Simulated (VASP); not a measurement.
A run of VASP 6.6.1 is set up as follows.

The input INCAR:

```
SYSTEM = BAs
PREC = Accurate
ENCUT = 520
EDIFF = 1E-6
ISMEAR = -1
SIGMA = 0.05
LREAL = .FALSE.
LASPH = .TRUE.
NELM = 60
ALGO = Normal
ISIF = 2
LWAVE = .FALSE.
LCHARG = .TRUE.
LELF = .TRUE.
LVHAR = .TRUE.
NBANDS = 11
```

Contents of KPOINTS:

```
regular mesh
0
G
  15 15 15
  0 0 0
```

The input POSCAR:

```
BAs
1.0
    0.0000000000      2.3179767790      2.3179767790
    2.3179767790      0.0000000000      2.3179767790
    2.3179767790      2.3179767790      0.0000000000
B As
1 1
Direct
    0.0000000000      0.0000000000      0.0000000000
    0.2500000000      0.2500000000      0.2500000000
```

Potentials or basis: VASP PAW LDA potentials, release 64 (B, As).

The run is started by

```console
$ cat potpaw_LDA.64/B/POTCAR potpaw_LDA.64/As/POTCAR > POTCAR
$ mpirun -np 1 vasp_std > vasp.out
```

(1) Predict the pressure.

(2) Estimate the band gap on the k mesh.

## Answers

(1) 11.5 GPa.

(2) 1.04 eV, indirect (least direct gap 3.37 eV).
